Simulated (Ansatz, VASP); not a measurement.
**Two plane-wave programs on WS2**

```
S W
1.0
     3.15978    0.00000    0.00000
    -1.57989    2.73645    0.00000
     0.00000    0.00000   32.29100
S W
2 1
Direct
  0.33333 0.66667 0.45120
  0.33333 0.66667 0.54881
  0.66667 0.33333 0.50001
```

Alike in both runs: functional PBE; dispersion D3(BJ); k mesh 12 × 12 × 1; occupations gaussian, width 0.02 eV; no spin polarisation.

Ansatz relaxed the structure, and its values are those at the end. VASP's run is a single point on that final structure, the one shown.

```csv
,VASP,Ansatz
version,VASP 6.6.1,Ansatz 0.2.0
potentials or method,"VASP PAW PBE potentials, release 64 (S, W_sv), cutoff 520 eV","scalar-relativistic, plane waves, PAW"
valence electrons in the cell,26,26
```

|  | VASP | Ansatz | Ansatz less VASP |
| --- | --- | --- | --- |
| gap on the k mesh at the Fermi level (eV) | 1.92 | 1.92 | -0.004 |
| least direct gap on the mesh (eV) | 1.92 | 1.92 | -0.004 |

Ansatz's warnings: near symmetry operation missed by atoms, xc potential rough in thin density.

Spin-orbit coupling is off throughout.
